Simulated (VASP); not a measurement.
Write the native input for VASP 6.6.1 that does the following.

| Item | Value |
| --- | --- |
| Task | single point |
| Functional | r2SCAN |
| Potentials or basis | VASP PAW PBE potentials, release 64 (W_sv, S) |
| Cutoff | 520 eV |
| k mesh | 12 × 12 × 2 |
| Occupations | gaussian, width 0.05 eV |
| Spin | no spin polarisation |
| Dipole correction | no |
| Further INCAR settings | ALGO = Normal; EDIFF = 1e-06; NBANDS = 20 |

WS2, a slab with vacuum:

```
W S
1.0
     3.18110    0.00000    0.00000
    -1.59055    2.75491    0.00000
     0.00000    0.00000   16.52697
W S
1 2
Direct
  0.33333 0.66667 0.00000
  0.66667 0.33333 0.90802
  0.66667 0.33333 0.09198
```

This cell differs from its parent crystal: strain +0.000 along x and y, -0.025 along z.

The input as run:

POSCAR

```
WS2
1.0
    3.1810954022      0.0000000000      0.0000000000
   -1.5905477011      2.7549094302      0.0000000000
    0.0000000000      0.0000000000     16.5269715034
W S
1 2
Direct
    0.3333333333      0.6666666667      0.0000000000
    0.6666666667      0.3333333333      0.9080224902
    0.6666666667      0.3333333333      0.0919775098
```

INCAR.step1

```
PREC = Accurate
ENCUT = 520
ISMEAR = 0
SIGMA = 0.05
LREAL = False
LASPH = True
NELM = 60
NBANDS = 20
GGA = PE
ALGO = Normal
EDIFF = 1E-4
LWAVE = True
LCHARG = False
```

INCAR.step2

```
PREC = Accurate
ENCUT = 520
EDIFF = 1E-6
ISMEAR = 0
SIGMA = 0.05
LREAL = False
LASPH = True
NELM = 60
ALGO = Normal
ISIF = 2
LWAVE = False
LCHARG = True
METAGGA = R2SCAN
LMIXTAU = True
LELF = True
LVHAR = True
NBANDS = 20
ISTART = 1
```

KPOINTS

```
Automatic mesh
0
Gamma
  12 12 2
```

Potentials or basis: VASP PAW PBE potentials, release 64 (W_sv, S).

Launch:

```sh
$ cat potpaw_PBE.64/W_sv/POTCAR potpaw_PBE.64/S/POTCAR > POTCAR
$ cp INCAR.step1 INCAR
$ mpirun -np 1 vasp_std > vasp.out
$ cp INCAR.step2 INCAR
$ mpirun -np 1 vasp_std > vasp.out
```

Results of the run:

The largest force is 0.879 eV/Å and the band gap on the k mesh is 1.61 eV (least direct gap 1.83 eV).

Caveat: the cell differs from its parent crystal (strain +0.000 along x and y, -0.025 along z); the PAW data sets were made with another functional, which shifts forces and pressure a little; spin-orbit coupling is left out, which moves the levels of the heavy elements.

Run time: 3.4 min on 1 thread of Intel(R) Xeon(R) 6975P-C (Granite Rapids), on a shared host, peak memory 0.35 GiB.
